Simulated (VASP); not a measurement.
# Mo in VASP: single point with PBE

Aim: the single point of Mo with PBE.

Everything below comes from runs of VASP 6.6.1. Logs are shortened: lines on timing, memory, paths and dates and some standing lists are left out, and cuts for length are marked.

## 1. The cell of the first run

The cell holds a sheet with vacuum, 2 atoms: a = 2.862 Å, b = 4.151 Å, c = 23.800 Å, α = 90.00°, β = 90.00°, γ = 90.00°.

## 2. Single point, PBE

The input, INCAR:

```
PREC     = Accurate       # precision mode
ENCUT    = 520            # plane-wave cutoff, eV
EDIFF    = 1E-6           # SCF threshold, eV
ISMEAR   = 0              # smearing method
SIGMA    = 0.1            # smearing width, eV
LREAL    = False          # projectors in reciprocal space
LASPH    = True           # aspherical terms in the spheres
NELM     = 60             # most SCF steps
ALGO     = Normal         # electronic algorithm
ISIF     = 2              # what is computed and relaxed
LWAVE    = False          # write WAVECAR
LCHARG   = False          # write CHGCAR
LDIPOL   = True         
IDIPOL   = 3            
DIPOL    = 0.5 0.5 0.294
GGA      = PE             # functional
NBANDS   = 21             # bands
```

The input, KPOINTS:

```
Automatic mesh
0
Gamma
  4 4 1
```

The input, POSCAR:

```
Mo
1.0
    2.8622511751      0.0000000000      0.0000000000
    0.0000000000      4.1507495288      0.0000000000
    0.0000000000      0.0000000000     23.8000000000
Mo
2
Direct
    0.2644503209      0.2500000000      0.2941176471
    0.7355496791      0.7500000000      0.2941176471
```

Potentials or basis: VASP PAW PBE potentials, release 64 (Mo_sv).

Run with:

```console
cat potpaw_PBE.64/Mo_sv/POTCAR > POTCAR
mpirun -np 1 vasp_std > vasp.out
```

OUTCAR:

```text
PREC = Accurate
   ENCUT = 520
   EDIFF = 1E-6
   ISMEAR = 0
   LREAL = False
   LASPH = True
   NELM = 60
   ISIF = 2
   GGA = PE

 ion  position               nearest neighbor table
   1  0.264  0.250  0.294-   2 2.47   2 2.47   2 2.57   2 2.57
   2  0.736  0.750  0.294-   1 2.47   1 2.47   1 2.57   1 2.57

  LATTYP: Found a simple orthorhombic cell.
 ALAT       =     2.8622511751
 B/A-ratio  =     1.4501695606
 C/A-ratio  =     8.3151332794

  Lattice vectors:

 A1 = (   2.8622511751,   0.0000000000,   0.0000000000)
 A2 = (   0.0000000000,   4.1507495288,   0.0000000000)
 A3 = (   0.0000000000,   0.0000000000,  23.8000000000)

Analysis of symmetry for initial positions (statically):
=====================================================================
 Subroutine PRICEL returns:
 Original cell was already a primitive cell.

 Routine SETGRP: Setting up the symmetry group for a
 simple orthorhombic supercell.

 Subroutine GETGRP returns: Found  8 space group operations
 (whereof  2 operations were pure point group operations)
 out of a pool of  8 trial point group operations.

The static configuration has the point symmetry C_2 .
 The point group associated with its full space group is D_2h.

Analysis of symmetry for dynamics (positions and initial velocities):
=====================================================================
 Subroutine PRICEL returns:
 Original cell was already a primitive cell.

 Routine SETGRP: Setting up the symmetry group for a
 simple orthorhombic supercell.

 Subroutine GETGRP returns: Found  8 space group operations
 (whereof  2 operations were pure point group operations)
 out of a pool of  8 trial point group operations.

The dynamic configuration has the point symmetry C_2 .
 The point group associated with its full space group is D_2h.

 Subroutine INISYM returns: Found  8 space group operations
 (whereof  2 operations are pure point group operations),
 and found     1 'primitive' translations

----------------------------------------------------------------------------------------

                                     Primitive cell

  volume of cell :     282.7556

  direct lattice vectors                    reciprocal lattice vectors
     2.862251175  0.000000000  0.000000000     0.349375348  0.000000000  0.000000000
     0.000000000  4.150749529  0.000000000     0.000000000  0.240920343  0.000000000
     0.000000000  0.000000000 23.800000000     0.000000000  0.000000000  0.042016807

  length of vectors
     2.862251175  4.150749529 23.800000000     0.349375348  0.240920343  0.042016807
[... 64 lines left out ...]
   NELM   =     60;   NELMIN=  2; NELMDL= -5     # of ELM steps
   EDIFF  = 0.1E-05   stopping-criterion for ELM
   LREAL  =      F    real-space projection
[... 7 lines left out ...]
   TEBEG  =    0.0;   TEEND  =   0.0 temperature during run
   PSTRESS=    0.0 pullay stress
   NELECT =      28.0000    total number of electrons
   NUPDOWN=      -1.0000    fix difference up-down
   EMIN   =  10.00;   EMAX   =-10.00  energy-range for DOS
   EFERMI =   0.00;   METHOD = LEGACY
   ISMEAR =     0;   SIGMA  =   0.10  broadening in eV -4-tet -1-fermi 0-gaus
   EFERMI_NEDOS =   21; number of points for ismear=-14 and -15
   IALGO  =     38    algorithm
   IMIX   =      4    mixing-type and parameters
     AMIX     =   0.40;   BMIX     =  1.00
     AMIX_MAG =   1.60;   BMIX_MAG =  1.00
  volume/ion in A,a.u.               =     141.38       954.06
  Fermi-wavevector in a.u.,A,eV,Ry     =   0.757397  1.431273  7.804992  0.573651
  Thomas-Fermi vector in A             =   1.855734
   LORBIT       =      0    0 simple, 1 ext, 2 COOP (PROOUT), +10 PAW based schemes
   GGA     = PE    functional components
   LHFCALC =     F    Hartree Fock is set to
   AEXX    =    0.0000 exact exchange contribution
   IVDW    =     0    specifies the selected vdW correction
   LEPSILON=     F    determine dielectric tensor
   LRPA    =     F    only Hartree local field effects (RPA)
 non-spin polarized calculation
 Gauss-broadening in eV      SIGMA  =   0.10
  energy-cutoff  :      520.00
  volume of cell :      282.76
 maximum number of plane-waves:      7661
 NGX is ok and might be reduce to    24
   NGX = 11   NGY = 15   NGZ = 89

 dipolmoment           0.000000      0.000000     -0.000000 electrons x Angstroem

 number of electron      28.0000001 magnetization

 dipolmoment           0.000000      0.000000      0.000002 electrons x Angstroem

 Free energy of the ion-electron system (eV)
  ---------------------------------------------------
  ext. energy  EPLUGINS =         0.00000000
  ---------------------------------------------------
  free energy    TOTEN  =       -17.18956352 eV

  energy without entropy =      -17.16229515  energy(sigma->0) =      -17.17592934

 E-fermi :  -3.0915     XC(G=0):  -2.2997

 val. band max:       -3.1091979372   @ k =   0.2500   0.2500   0.0000
 cond. band min:      -2.9966502391   @ k =   0.2500   0.5000   0.0000
 fundamental gap:      0.1125476981
 Fermi energy:        -3.0915142297

 k-point     1 :       0.0000    0.0000    0.0000
  band No.  band energies     occupation
      1     -64.2242      2.00000
      2     -63.6876      2.00000
      3     -39.2229      2.00000
      4     -38.3680      2.00000
      5     -38.1230      2.00000
      6     -37.9243      2.00000
[... 205 lines left out ...]
     20       1.4113      0.00000
     21       4.1118      0.00000

------------------------ aborting loop because EDIFF is reached ----------------------------------------

 vacuum level on the upper side and lower side of the slab       (xc-potential included)        -0.006        -0.006

  FORCE on cell =-STRESS in cart. coord.  units (eV):
  Direction    XX          YY          ZZ          XY          YZ          ZX
  --------------------------------------------------------------------------------------
  -------------------------------------------------------------------------------------
  Total        0.1006435      0.1424809     -0.0135829     -0.0000000      0.0000000      0.0000000
  in kB        0.5702760      0.8073391     -0.0769647     -0.0000000      0.0000000      0.0000000
  external PRESSURE =       0.4335501 kB  Pullay stress =       0.0000000 kB

 VOLUME and BASIS-vectors are now :
 -----------------------------------------------------------------------------
  energy-cutoff  :      520.00
  volume of cell :      282.76
      direct lattice vectors                 reciprocal lattice vectors
     2.862251175  0.000000000  0.000000000     0.349375348  0.000000000  0.000000000
     0.000000000  4.150749529  0.000000000     0.000000000  0.240920343  0.000000000
     0.000000000  0.000000000 23.800000000     0.000000000  0.000000000  0.042016807

 POSITION                                       TOTAL-FORCE (eV/Angst)
 -----------------------------------------------------------------------------------
      0.75692      1.03769      7.00000        -0.013121      0.000000      0.000000
      2.10533      3.11306      7.00000         0.013121     -0.000000      0.000000
 -----------------------------------------------------------------------------------
    total drift:                                0.000000      0.000000      0.000091

  FREE ENERGIE OF THE ION-ELECTRON SYSTEM (eV)
  ---------------------------------------------------
  free  energy   TOTEN  =       -17.1895635227 eV

  energy  without entropy=      -17.1622951501  energy(sigma->0) =      -17.17592934

 vacuum level on the upper side and lower side of the slab         2.026         2.026
```

Run time: 38 s. Hardware: 1 thread of Intel Xeon 6975P-C (Granite Rapids), shared host; peak memory 0.35 GiB.

Results:

```yaml
Free_energy: -17.1896 eV
Largest_force: 0.013 eV/Å
Band_gap_on_the_k_mesh: zero (band 14 reaches -2.33 eV, above the bottom of band 15 at -3.86 eV)
```

Forces in eV/Å, atoms in the order of the input:
```
Mo  -0.013  0.000  0.000
Mo   0.013  0.000  0.000
```

Levels at points of the mesh, in eV from the Fermi level:
```tsv
k point	band 10	band 11	band 12	band 13	band 14	band 15	band 16	band 17	band 18	band 19
(0.00, 0.00, 0.00)	-4.95	-2.88	-2.47	-1.98	0.52	0.53	1.62	1.79	2.64	3.36
(0.50, 0.00, 0.00)	-1.73	-1.49	-1.12	-1.06	-0.83	-0.43	0.30	0.34	0.64	5.32
(0.00, 0.50, 0.00)	-3.18	-1.45	-1.45	-0.48	-0.48	-0.03	-0.03	1.05	1.05	1.49
(0.50, 0.50, 0.00)	-4.34	-3.15	-3.15	0.76	0.76	2.56	2.56	3.48	3.48	4.50
```

Caveat: the k points lie up to 0.55 Å⁻¹ apart.
